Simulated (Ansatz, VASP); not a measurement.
**Al3GaN4: VASP beside Ansatz**

INCAR

```
PREC     = Accurate       # precision mode
ENCUT    = 520            # plane-wave cutoff, eV
EDIFF    = 1E-6           # SCF threshold, eV
ISMEAR   = 0              # smearing method
SIGMA    = 0.05           # smearing width, eV
LREAL    = F              # projectors in reciprocal space
LASPH    = T              # aspherical terms in the spheres
NELM     = 60             # most SCF steps
ALGO     = Normal         # electronic algorithm
ISIF     = 2              # what is computed and relaxed
LWAVE    = F              # write WAVECAR
LCHARG   = F              # write CHGCAR
GGA      = PS             # functional
NBANDS   = 31             # bands
```

KPOINTS

```
regular mesh
0
Gamma
  6 6 6
```

Contents of POSCAR:

```
Al3GaN4
1.0
    4.5585437024      0.0000000000      0.0000000000
    0.0000000000      4.5585437024      0.0000000000
    0.0000000000      0.0000000000      4.5585437024
Al Ga N
3 1 4
Direct
    0.5000000000      0.5000000000      0.0000000000
    0.5000000000      0.0000000000      0.5000000000
    0.0000000000      0.5000000000      0.5000000000
    0.0000000000      0.0000000000      0.0000000000
    0.7447140287      0.7447140287      0.2552859713
    0.7447140287      0.2552859713      0.7447140287
    0.2552859713      0.7447140287      0.7447140287
    0.2552859713      0.2552859713      0.2552859713
```

Input for Ansatz:

```yaml
crystal:
  lattice:
    - [4.5585437024, 0.0, 0.0]
    - [0.0, 4.5585437024, 0.0]
    - [0.0, 0.0, 4.5585437024]
  atoms:
    - { symbol: Al, position: [0.5, 0.5, 0.0] }
    - { symbol: Al, position: [0.5, 0.0, 0.5] }
    - { symbol: Al, position: [0.0, 0.5, 0.5] }
    - { symbol: Ga, position: [0.0, 0.0, 0.0] }
    - { symbol: "N", position: [0.7447140287, 0.7447140287, 0.2552859713] }
    - { symbol: "N", position: [0.7447140287, 0.2552859713, 0.7447140287] }
    - { symbol: "N", position: [0.2552859713, 0.7447140287, 0.7447140287] }
    - { symbol: "N", position: [0.2552859713, 0.2552859713, 0.2552859713] }
basis:
  ecutwfc: 520.0
kpoints:
  mp_grid: { grid: [6, 6, 6] }
hamiltonian:
  xc: pbesol
scf:
  occupations: { method: gaussian, width: 0.05 }
output:
  forces: true
  stress: true
  eigenvalues: true
```

Alike in both runs: task single point; functional PBEsol; k mesh 6 × 6 × 6; occupations gaussian, width 0.05 eV; no spin polarisation.

|  | VASP | Ansatz |
| --- | --- | --- |
| version | VASP 6.6.1 | Ansatz 0.2.0 |
| potentials or method | VASP PAW PBE potentials, release 64 (Al, Ga_d, N), cutoff 520 eV | scalar-relativistic, plane waves, PAW |
| valence electrons in the cell | 42 | 42 |

|  | VASP | Ansatz | Ansatz less VASP |
| --- | --- | --- | --- |
| gap on the k mesh at the Fermi level (eV) | 2.64 | 2.63 | -0.010 |
| least direct gap on the mesh (eV) | 2.64 | 2.63 | -0.010 |
| pressure (GPa) | -16.4 | -16.3 | +0.10 |

VASP's potentials were made for PBE, not for PBEsol. The functional is the same, so the differences come from potentials, cutoffs and numerics.
